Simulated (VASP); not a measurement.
Runs of VASP 6.6.1 on Ta. The structure is that of space group P6_3/mmc (No. 194), or close to it. The cells are those of the table. 

```csv
task,cell,cutoff (eV),gap on the mesh (eV),pressure (GPa)
relaxation of cell and atoms,"relaxed to 20 GPa from a = 2.940, b = 2.940, c = 4.801 Å, angles 90.0, 90.0, 120.0°, 2 atoms",600,none,19.9
single point,"a = 2.885, b = 2.885, c = 5.203 Å, angles 90.0, 90.0, 120.0°, 2 atoms",520,none,0.1
relaxation of cell and atoms,"relaxed to 10 GPa from a = 2.940, b = 2.940, c = 4.801 Å, angles 90.0, 90.0, 120.0°, 2 atoms",600,none,9.9
single point,"a = 2.842, b = 2.842, c = 5.110 Å, angles 90.0, 90.0, 120.0°, 2 atoms",520,none,10.1
relaxation of cell and atoms,"relaxed from a = 2.940, b = 2.940, c = 4.801 Å, angles 90.0, 90.0, 120.0°, 2 atoms",600,none,0.0
relaxation of cell and atoms,"relaxed to 5 GPa from a = 2.940, b = 2.940, c = 4.801 Å, angles 90.0, 90.0, 120.0°, 2 atoms",600,none,5.0
single point,"a = 2.863, b = 2.863, c = 5.153 Å, angles 90.0, 90.0, 120.0°, 2 atoms",520,none,(a)
single point,"a = 2.807, b = 2.807, c = 5.027 Å, angles 90.0, 90.0, 120.0°, 2 atoms",520,none,20.3
```

Alike in all rows: level PBE; potentials or basis VASP PAW PBE potentials, release 64 (Ta_pv); no spin polarisation; k mesh 9 × 9 × 5; smearing gaussian 0.05 eV.

Estimate the missing entries.

(a) 5.1.

Caveats: spin-orbit coupling is left out, which moves the levels of the heavy elements; the cell is relaxed towards a set pressure, so the enthalpy falls and the energy may rise (some runs).

A k mesh can miss the band edges, and the runs leave out spin-orbit coupling on Ta.

A gap of «none» marks levels without a gap at the run's occupations.
